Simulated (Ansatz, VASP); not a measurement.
# LuPdO2: VASP beside Ansatz

```
CELL_PARAMETERS angstrom
2.38599 1.37755 3.53504
-2.38599 1.37755 3.53504
0.00000 -2.75511 3.53504
ATOMIC_POSITIONS crystal
Lu 0.50000 0.50000 0.50000
Pd 0.00000 0.00000 0.00000
O 0.34188 0.34188 0.34188
O 0.65812 0.65812 0.65812
```

Alike in both runs: task single point; functional PBE; k mesh 6 × 6 × 6; occupations gaussian, width 0.1 eV; no spin polarisation.

|  | VASP | Ansatz |
| --- | --- | --- |
| version | VASP 6.6.1 | Ansatz 0.2.0 |
| potentials or method | VASP PAW PBE potentials, release 64 (Lu, Pd, O), cutoff 520 eV | scalar-relativistic, plane waves, PAW |
| valence electrons in the cell | 47 | 55 |

|  | VASP | Ansatz | Ansatz less VASP |
| --- | --- | --- | --- |
| gap on the k mesh at the Fermi level (eV) | none | none | - |
| pressure (GPa) | 25.8 | 22.0 | -3.84 |
| traceless stress, the component that is largest in VASP (GPa) | 58.54 | 50.37 | -8.179 |
| rms of the force components (eV/Å) | 4.885 | 4.235 | -0.6498 |

Atom by atom the forces differ by 0.650 eV/Å (rms over components). A gap of «none» marks a metal or a gap that the smearing closes. VASP's potentials hold 47 valence electrons a cell and Ansatz's 55, so a difference there can come from the potentials and not from the codes.

Neither program's run includes spin-orbit coupling.
